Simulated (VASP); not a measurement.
Wanted: the native input for a VASP 6.6.1 run.

```
Task                   : single point
Functional             : RPBE
Potentials or basis    : VASP PAW PBE potentials, release 64 (Hg)
Cutoff                 : 520 eV
k mesh                 : 12 × 12 × 12
Occupations            : fermi-dirac, width 0.1 eV
Spin                   : no spin polarisation
Dipole correction      : no
Further INCAR settings : ALGO = Normal; EDIFF = 1e-06; NBANDS = 12
```

The structure of Hg lies in POSCAR:

```
Hg
1.0
    2.7125874738      1.5661131082      3.9793910518
   -2.7125874738      1.5661131082      3.9793910518
    0.0000000000     -3.1322262164      3.9793910518
Hg
1
Direct
    0.0000000000      1.0000000000      0.0000000000
```

One way to write it, as run:

INCAR

```
SYSTEM = Hg
  ALGO = Normal
  EDIFF = 1E-6
  ENCUT = 520
  GGA = RP
  ISIF = 2
  ISMEAR = -1
  LASPH = .True.
  LCHARG = .True.
  LELF = .True.
  LREAL = .False.
  LVHAR = .True.
  LWAVE = .False.
  NBANDS = 12
  NELM = 100
  PREC = Accurate
  SIGMA = 0.1
```

KPOINTS

```
k-points
0
Gamma
  12 12 12
  0 0 0
```

Potentials or basis: VASP PAW PBE potentials, release 64 (Hg).

Command:

```console
$ cat potpaw_PBE.64/Hg/POTCAR > POTCAR
$ mpirun -np 1 vasp_std > vasp.out
```

It gave:

| Item | Value |
| --- | --- |
| Pressure | 0.0 GPa |
| Band gap on the k mesh | 4.12 eV (least direct gap 4.36 eV) |

Caveat: the PAW data sets were made with another functional, which shifts forces and pressure a little; spin-orbit coupling is left out, which moves the levels of the heavy elements.

Run time: 63 s on 1 thread of Intel(R) Xeon(R) 6975P-C (Granite Rapids), with other jobs on the host, peak memory 0.39 GiB.
